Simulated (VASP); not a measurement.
Set up this calculation in VASP 6.6.1, as the native input.

| Item | Value |
| --- | --- |
| Task | single point |
| Functional | LDA |
| Potentials or basis | VASP PAW LDA potentials, release 64 (Si, O_h) |
| Cutoff | 910 eV |
| k mesh | 6 × 6 × 8 |
| Occupations | gaussian, width 0.05 eV |
| Spin | no spin polarisation |
| Dipole correction | no |
| Second run | hard_potentials |
| Further INCAR settings | ALGO = Normal; EDIFF = 1e-06; NBANDS = 25 |

The structure of SiO2 lies in POSCAR:

```
SiO2
1.0
    4.0554000000      0.0000000000      0.0000000000
    0.0000000000      4.0554000000      0.0000000000
    0.0000000000      0.0000000000      2.8529000000
Si O
2 4
Direct
    0.5000000000      0.5000000000      0.5000000000
    0.0000000000      0.0000000000      0.0000000000
    0.6944252994      0.6944252994      0.0000000000
    0.1944252994      0.8055747006      0.5000000000
    0.3055747006      0.3055747006      0.0000000000
    0.8055747006      0.1944252994      0.5000000000
```

These files were run (other wordings do the same):

INCAR

```
PREC = Accurate ; ENCUT = 910
EDIFF = 1E-6 ; ISMEAR = 0
SIGMA = 0.05 ; LREAL = F
LASPH = T ; NELM = 120
ALGO = Normal ; ISIF = 2
LWAVE = F ; LCHARG = F
GGA = CA ; NBANDS = 25
GGA_COMPAT = F
```

KPOINTS

```
regular mesh
0
Gamma
  6 6 8
```

Potentials or basis: VASP PAW LDA potentials, release 64 (Si, O_h).

The run is started by

```console
$ cat potpaw_LDA.64/Si/POTCAR potpaw_LDA.64/O_h/POTCAR > POTCAR
$ mpirun -np 1 vasp_std > vasp.out
```

Results of the run:

- Pressure: -8.5 GPa
- Largest force: 0.402 eV/Å
- Band gap on the k mesh: 5.07 eV, direct

Caveat: the cutoff is under 1.25 times the usual one of these potentials, so pressure, stress and relaxed cells hold a basis-set (Pulay) error.

Run time: 56 s on 1 thread of Intel(R) Xeon(R) Platinum 8559C (Emerald Rapids) (shared host), peak memory 0.23 GiB.
